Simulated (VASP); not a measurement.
The system is Re.

```xyz
1
Lattice="0.0000 1.9750 1.9750 1.9750 0.0000 1.9750 1.9750 1.9750 0.0000" Properties=species:S:1:pos:R:3 pbc="T T T"
Re    0.0000    0.0000    0.0000
```

This isn't the form of Re at room conditions, which is hcp.

Base run:

* Program: VASP 6.6.1
* Functional: PBEsol
* Potentials or basis: VASP PAW PBE potentials, release 64 (Re)
* Cutoff: 520 eV
* k mesh: 14 × 14 × 14
* Occupations: fermi-dirac, width 0.05 eV
* Spin: no spin polarisation

Its results: band gap on the k mesh zero (an odd number of electrons rules out a gap without spin polarisation); pressure -18.9 GPa.

The run is repeated on the same cell with these changes: functional from PBEsol to PBE; further incar settings from ALGO = Normal; EDIFF = 1e-08; NBANDS = 10 to ALGO = Normal; EDIFF = 1e-06; NBANDS = 10. What comes out?

Band gap on the k mesh zero (an odd number of electrons rules out a gap without spin polarisation); pressure -9.8 GPa.

Caveats: the cell stands under tension; spin-orbit coupling is left out, which moves the levels of the heavy elements; the PAW data sets were made with another functional, which shifts forces and pressure a little (at least some runs).
